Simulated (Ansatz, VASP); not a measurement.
## One calculation of Pb, two programs

Contents of INCAR:

```
  ALGO = Fast
  EDIFF = 1E-6
  ENCUT = 520
  GGA = PS
  ISIF = 2
  ISMEAR = 0
  LASPH = True
  LCHARG = True
  LELF = True
  LREAL = False
  LVHAR = True
  LWAVE = False
  NBANDS = 21
  NELM = 80
  PREC = Accurate
  SIGMA = 0.15
```

The input KPOINTS:

```
k-points
0
Gamma
  18 18 10
```

Contents of POSCAR:

```
Pb
1.0
    3.2016006353      0.0000000000      0.0000000000
   -1.6008003177      2.7726674830      0.0000000000
    0.0000000000      0.0000000000      5.3664000000
Pb
2
Direct
    0.3333333333      0.6666666667      0.2500000000
    0.6666666667      0.3333333333      0.7500000000
```

Input for Ansatz:

```yaml
crystal:
  lattice:
    - [3.2016006353, 0.0, 0.0]
    - [-1.6008003177, 2.772667483, 0.0]
    - [0.0, 0.0, 5.3664]
  atoms:
    - { symbol: Pb, position: [0.3333333333, 0.6666666667, 0.25] }
    - { symbol: Pb, position: [0.6666666667, 0.3333333333, 0.75] }
basis:
  ecutwfc: 420
kpoints:
  mp_grid: { grid: [18, 18, 10] }
hamiltonian:
  xc: pbesol
scf:
  occupations: { method: gaussian, width: 0.15 }
output:
  forces: true
  stress: true
  eigenvalues: true
```

Change from the starting cell: strain -0.080 along x and y, -0.040 along z, atoms carried along.

Alike in both runs: task single point; functional PBEsol; k mesh 18 × 18 × 10; occupations gaussian, width 0.15 eV; no spin polarisation.

```csv
,VASP,Ansatz
version,VASP 6.6.1,Ansatz 0.2.0
potentials or method,"VASP PAW PBE potentials, release 64 (Pb_d), cutoff 520 eV","scalar-relativistic, plane waves, PAW"
valence electrons in the cell,28,28
```

VASP gave:

- gap on the k mesh at the Fermi level (eV): none
- pressure (GPa): 18.6
- traceless stress, the component that is largest in VASP (GPa): -0.75

Problem. What did Ansatz give for the same quantities?

Solution. gap on the k mesh at the Fermi level (eV): none; pressure (GPa): 18.8; traceless stress, the component that is largest in VASP (GPa): -0.74.

VASP's potentials were made for PBE, not for PBEsol. A gap of «none» marks a metal or a gap that the smearing closes. The functional is the same, so the differences come from potentials, cutoffs and numerics.

Spin-orbit coupling is off throughout.
